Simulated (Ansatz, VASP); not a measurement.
Ir in VASP and in Ansatz

```
Ir
1.0
     0.00000    1.93796    1.93796
     1.93796    0.00000    1.93796
     1.93796    1.93796    0.00000
Ir
1
Direct
  0.00000 0.00000 0.00000
```

Alike in both runs: task single point; functional PBE; k mesh 8 × 8 × 8; occupations gaussian, width 0.05 eV; no spin polarisation.

|  | VASP | Ansatz |
| --- | --- | --- |
| version | VASP 6.6.1 | Ansatz 0.2.0 |
| potentials or method | VASP PAW PBE potentials, release 64 (Ir), cutoff 520 eV | scalar-relativistic, plane waves, PAW |
| valence electrons in the cell | 9 | 17 |

```csv
,VASP,Ansatz,Ansatz less VASP
gap on the k mesh at the Fermi level (eV),none,none,-
pressure (GPa),0.4,-0.1,-0.47
```

A gap of «none» marks a metal or a gap that the smearing closes. VASP's potentials hold 9 valence electrons a cell and Ansatz's 17, so a difference there can come from the potentials and not from the codes.

Spin-orbit coupling is off throughout.
